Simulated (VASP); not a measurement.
A run of VASP 6.6.1 is set up as follows.

File INCAR:

```
PREC = Accurate
ENCUT = 500
EDIFF = 1E-6
ISMEAR = 0
SIGMA = 0.1
LREAL = F
LASPH = T
NELM = 120
ALGO = Normal
ISIF = 2
LWAVE = F
LCHARG = F
GGA = PE
NBANDS = 13
GGA_COMPAT = F
```

Contents of KPOINTS:

```
Automatic mesh
0
Gamma
  8 8 8
```

File POSCAR:

```
Mo
1.0
   -1.5816435785      1.5816435785      1.5816435785
    1.5816435785     -1.5816435785      1.5816435785
    1.5816435785      1.5816435785     -1.5816435785
Mo
1
Direct
    0.0000000000      0.0000000000      0.0000000000
```

Potentials or basis: VASP PAW PBE potentials, release 64 (Mo_sv).

The run is started by

```sh
$ cat potpaw_PBE.64/Mo_sv/POTCAR > POTCAR
$ mpirun -np 1 vasp_std > vasp.out
```

(1) What does it give for the pressure?

(2) What does it give for the band gap on the k mesh?

Results:

(1) 0.5 GPa.

(2) zero (bands 7 and 8 overlap by 5.25 eV).
